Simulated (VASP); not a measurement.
# InSb3 in VASP: further runs, part 2 of 2

VASP 6.6.1. The steps go on from the part before.

**5. Single point, PBEsol**

This run uses another cell than the first one, of 25.63 Å³/atom.

INCAR reads:

```
PREC     = Accurate       # precision mode
ENCUT    = 520            # plane-wave cutoff, eV
EDIFF    = 1E-6           # SCF threshold, eV
ISMEAR   = 0              # smearing method
SIGMA    = 0.15           # smearing width, eV
LREAL    = False          # projectors in reciprocal space
LASPH    = True           # aspherical terms in the spheres
NELM     = 100            # most SCF steps
ALGO     = Normal         # electronic algorithm
ISIF     = 2              # what is computed and relaxed
LWAVE    = False          # write WAVECAR
LCHARG   = False          # write CHGCAR
GGA      = PS             # functional
NBANDS   = 22             # bands
```

KPOINTS reads:

```
Automatic mesh
0
Gamma
  8 8 8
```

POSCAR reads:

```
InSb3
1.0
    4.6811776833     -0.0550865859     -0.0550865859
   -0.0550865859      4.6811776833     -0.0550865859
   -0.0550865859     -0.0550865859      4.6811776833
In Sb
1 3
Direct
    0.0000000000      0.0000000000      0.0000000000
    0.5000000000      0.0000000000      0.5000000000
    0.0000000000      0.5000000000      0.5000000000
    0.5000000000      0.5000000000      0.0000000000
```

Potentials or basis: VASP PAW PBE potentials, release 64 (In_d, Sb).

On the command line:

```console
> cat potpaw_PBE.64/In_d/POTCAR potpaw_PBE.64/Sb/POTCAR > POTCAR
> mpirun -np 1 vasp_std > vasp.out
```

OUTCAR:

```text
PREC = Accurate
   ENCUT = 520
   EDIFF = 1E-6
   ISMEAR = 0
   LREAL = False
   LASPH = True
   NELM = 100
   ISIF = 2
   GGA = PS

 ion  position               nearest neighbor table
   1  0.000  0.000  0.000-   2 3.27   3 3.27   4 3.27   3 3.27   2 3.27   4 3.27   4 3.35   2 3.35
                             2 3.35   4 3.35   3 3.35   3 3.35
   2  0.500  0.000  0.500-   1 3.27   3 3.27   4 3.27   4 3.27   1 3.27   3 3.27   4 3.35   1 3.35
                             1 3.35   3 3.35   4 3.35   3 3.35
   3  0.000  0.500  0.500-   1 3.27   2 3.27   4 3.27   1 3.27   4 3.27   2 3.27   2 3.35   1 3.35
                             2 3.35   4 3.35   4 3.35   1 3.35
   4  0.500  0.500  0.000-   1 3.27   2 3.27   3 3.27   2 3.27   3 3.27   1 3.27   2 3.35   2 3.35
                             1 3.35   3 3.35   3 3.35   1 3.35

  LATTYP: Found a trigonal (rhomboedric) cell.
 ALAT       =     4.6818258796
 COS(alpha) =    -0.0233903972

  Lattice vectors:

 A1 = (   4.6811776833,  -0.0550865859,  -0.0550865859)
 A2 = (  -0.0550865859,   4.6811776833,  -0.0550865859)
 A3 = (  -0.0550865859,  -0.0550865859,   4.6811776833)

Analysis of symmetry for initial positions (statically):
=====================================================================
 Subroutine PRICEL returns:
 Original cell was already a primitive cell.

 Routine SETGRP: Setting up the symmetry group for a
 trigonal (rhombohedral) supercell.

 Subroutine GETGRP returns: Found 12 space group operations
 (whereof 12 operations were pure point group operations)
 out of a pool of 12 trial point group operations.

The static configuration has the point symmetry D_3d.

Analysis of symmetry for dynamics (positions and initial velocities):
=====================================================================
 Subroutine PRICEL returns:
 Original cell was already a primitive cell.

[... 127 lines left out ...]
   EFERMI_NEDOS =   21; number of points for ismear=-14 and -15
   IALGO  =     38    algorithm
   IMIX   =      4    mixing-type and parameters
     AMIX     =   0.40;   BMIX     =  1.00
     AMIX_MAG =   1.60;   BMIX_MAG =  1.00
  volume/ion in A,a.u.               =      25.63       172.99
  Fermi-wavevector in a.u.,A,eV,Ry     =   1.062102  2.007082 15.348205  1.128061
  Thomas-Fermi vector in A             =   2.197541
   LORBIT       =      0    0 simple, 1 ext, 2 COOP (PROOUT), +10 PAW based schemes
   GGA     = PS    functional components
   LHFCALC =     F    Hartree Fock is set to
   AEXX    =    0.0000 exact exchange contribution
   IVDW    =     0    specifies the selected vdW correction
   LEPSILON=     F    determine dielectric tensor
   LRPA    =     F    only Hartree local field effects (RPA)
 non-spin polarized calculation
 Gauss-broadening in eV      SIGMA  =   0.15
  energy-cutoff  :      520.00
  volume of cell :      102.54
 maximum number of plane-waves:      2788
   NGX = 17   NGY = 17   NGZ = 17

 number of electron      27.9999994 magnetization

 Free energy of the ion-electron system (eV)
  ---------------------------------------------------
  ext. energy  EPLUGINS =         0.00000000
  ---------------------------------------------------
  free energy    TOTEN  =       -16.03477474 eV

  energy without entropy =      -16.01533502  energy(sigma->0) =      -16.02505488

 E-fermi :   8.6765     XC(G=0): -10.5315

 val. band max:        8.6688778227   @ k =  -0.3750   0.5000   0.1250
 cond. band min:       8.6771017014   @ k =   0.1250   0.1250   0.0000
 fundamental gap:      0.0082238788
 Fermi energy:         8.6765357197

 k-point     1 :       0.0000    0.0000    0.0000
  band No.  band energies     occupation
      1      -5.8283      2.00000
      2      -5.8283      2.00000
      3      -5.8034      2.00000
      4      -5.8034      2.00000
      5      -5.8026      2.00000
      6      -4.0825      2.00000
[... 589 lines left out ...]
     21      13.6918      0.00000
     22      14.7712      0.00000

 [... further k-points ...]

------------------------ aborting loop because EDIFF is reached ----------------------------------------

  FORCE on cell =-STRESS in cart. coord.  units (eV):
  Direction    XX          YY          ZZ          XY          YZ          ZX
  --------------------------------------------------------------------------------------
  -------------------------------------------------------------------------------------
  Total        1.3116256      1.3116256      1.3116256      0.3438344      0.3438344      0.3438344
  in kB       20.4944827     20.4944827     20.4944827      5.3725004      5.3725004      5.3725004
  external PRESSURE =      20.4944827 kB  Pullay stress =       0.0000000 kB

 VOLUME and BASIS-vectors are now :
 -----------------------------------------------------------------------------
  energy-cutoff  :      520.00
  volume of cell :      102.54
      direct lattice vectors                 reciprocal lattice vectors
     4.681177683 -0.055086586 -0.055086586     0.213681343  0.002544476  0.002544476
    -0.055086586  4.681177683 -0.055086586     0.002544476  0.213681343  0.002544476
    -0.055086586 -0.055086586  4.681177683     0.002544476  0.002544476  0.213681343

 POSITION                                       TOTAL-FORCE (eV/Angst)
 -----------------------------------------------------------------------------------
      0.00000      0.00000      0.00000        -0.000000     -0.000000      0.000000
      2.31305     -0.05509      2.31305        -0.000000     -0.000000     -0.000000
     -0.05509      2.31305      2.31305         0.000000      0.000000      0.000000
      2.31305      2.31305     -0.05509         0.000000      0.000000      0.000000
 -----------------------------------------------------------------------------------
    total drift:                               -0.000000     -0.000000     -0.000000

  FREE ENERGIE OF THE ION-ELECTRON SYSTEM (eV)
  ---------------------------------------------------
  free  energy   TOTEN  =       -16.0347747427 eV

  energy  without entropy=      -16.0153350239  energy(sigma->0) =      -16.02505488
```

Run time: 1.7 min. Hardware: 1 thread of Intel Xeon 8259CL, shared host; peak memory 0.29 GiB.

Results:

| Quantity | Value |
| --- | --- |
| Free energy | -16.0348 eV |
| Pressure | 2.0 GPa |
| Band gap on the k mesh | zero (bands 14 and 15 overlap by 4.84 eV) |

Stress tensor (GPa, compression positive):
```
2.05 0.54 0.54
0.54 2.05 0.54
0.54 0.54 2.05
```

Levels at points of the mesh, in eV from the Fermi level:
```csv
k point,band 12,band 13,band 14,band 15,band 16,band 17
"(0.00, 0.00, 0.00)",-3.61,0.20,0.59,0.59,1.75,1.75
"(0.50, 0.00, 0.00)",-2.41,-2.23,-1.24,-0.99,2.11,2.40
"(0.50, 0.50, 0.00)",-1.65,-1.41,-1.28,-1.15,-0.26,0.96
"(0.50, 0.50, 0.50)",-5.35,-4.98,3.69,3.69,4.03,4.17
```

Caveat: the PAW data sets were made with another functional, which shifts forces and pressure a little; spin-orbit coupling is left out, which moves the levels of the heavy elements.

**6. Overview**

| cell | gap on the mesh (eV) | pressure (GPa) |
| --- | --- | --- |
| a = 4.870 Å, 4 atoms | none | -4.3 |
| a = 4.635 Å, angles 88.6°, 4 atoms | none | 4.3 |
| a = 4.635 Å, angles 91.4°, 4 atoms | none | 4.3 |
| a = 4.682 Å, angles 91.3°, 4 atoms | none | 2.0 |

Alike in all rows: task single point; level PBEsol; potentials or basis VASP PAW PBE potentials, release 64 (In_d, Sb); no spin polarisation; k mesh 8 × 8 × 8; cutoff (eV) 520; smearing gaussian 0.15 eV.

Caveats: the PAW data sets were made with another functional, which shifts forces and pressure a little; spin-orbit coupling is left out, which moves the levels of the heavy elements; the cell stands under pressure (at least some runs); the cell stands under tension (at least some runs).

Total energies depend on the potentials used, so only differences within one code and one set of settings carry meaning.

The gap in the log of VASP goes by the Fermi energy; the results here count the filled bands.